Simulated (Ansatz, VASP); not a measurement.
One calculation of BaVO4, two programs

```xyz
12
Lattice="-3.8030 3.8030 3.3389 3.8030 -3.8030 3.3389 3.8030 3.8030 -3.3389" Properties=species:S:1:pos:R:3 pbc="T T T"
Ba    0.0000    5.7045    0.8347
Ba    3.8030   -1.9015    2.5041
V     0.0000    1.9015    2.5041
V     3.8030    1.9015    0.8347
O     0.0000    3.2546    1.3803
O     2.4499    1.9015   -0.2891
O     0.0000    0.5484    1.3803
O     5.1561    1.9015   -0.2891
O     3.8030    0.5484    1.9586
O    -1.3531    1.9015    3.6280
O     3.8030    3.2546    1.9586
O     1.3531    1.9015    3.6280
```

Alike in both runs: task single point; functional PBEsol; k mesh 7 × 7 × 7; no spin polarisation.

```csv
,VASP,Ansatz
version,VASP 6.6.1,Ansatz 0.2.0
potentials or method,"VASP PAW PBE potentials, release 64 (Ba_sv, V_sv, O_h), cutoff 910 eV",PAW plane waves
occupations,"fermi-dirac, width 0.1 eV",fermi-dirac
valence electrons in the cell,94,94
```

|  | VASP | Ansatz | Ansatz less VASP |
| --- | --- | --- | --- |
| rms of the force components (eV/Å) | 1.154 | 1.118 | -0.0363 |

VASP's potentials were made for PBE, not for PBEsol. Atom by atom the forces differ by 0.041 eV/Å (rms over components).

Spin-orbit coupling is off throughout. Noted on VASP's run: the cutoff is under 1.25 times that of the potentials, so the pressure is a little rough.
